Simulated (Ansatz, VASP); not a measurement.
**One calculation of MgO, two programs**

```
CELL_PARAMETERS angstrom
0.00000 2.13515 2.13515
2.13515 0.00000 2.13515
2.13515 2.13515 0.00000
ATOMIC_POSITIONS crystal
Mg 0.00000 0.00000 0.00000
O 0.50878 0.50878 0.49122
```

Change from the starting cell: all O atoms moved +0.037 Å, as atom 2 along Cartesian [0 0 1].

Alike in both runs: task single point; functional PBE; k mesh 10 × 10 × 10; occupations gaussian, width 0.05 eV; no spin polarisation.

```csv
,VASP,Ansatz
version,VASP 6.6.1,Ansatz 0.2.0
potentials or method,"VASP PAW PBE potentials, release 64 (Mg, O), cutoff 520 eV","scalar-relativistic, plane waves, PAW"
valence electrons in the cell,8,16
```

|  | VASP | Ansatz | Ansatz less VASP |
| --- | --- | --- | --- |
| gap on the k mesh at the Fermi level (eV) | 4.34 | 4.35 | +0.017 |
| least direct gap on the mesh (eV) | 4.34 | 4.35 | +0.017 |
| pressure (GPa) | -2.3 | -1.6 | +0.76 |
| traceless stress, the component that is largest in VASP (GPa) | 0.29 | 0.29 | -0.003 |
| rms of the force components (eV/Å) | 0.099 | 0.097 | -0.0015 |

Atom by atom the forces differ by 0.001 eV/Å (rms over components). VASP's potentials hold 8 valence electrons a cell and Ansatz's 16, so a difference there can come from the potentials and not from the codes.
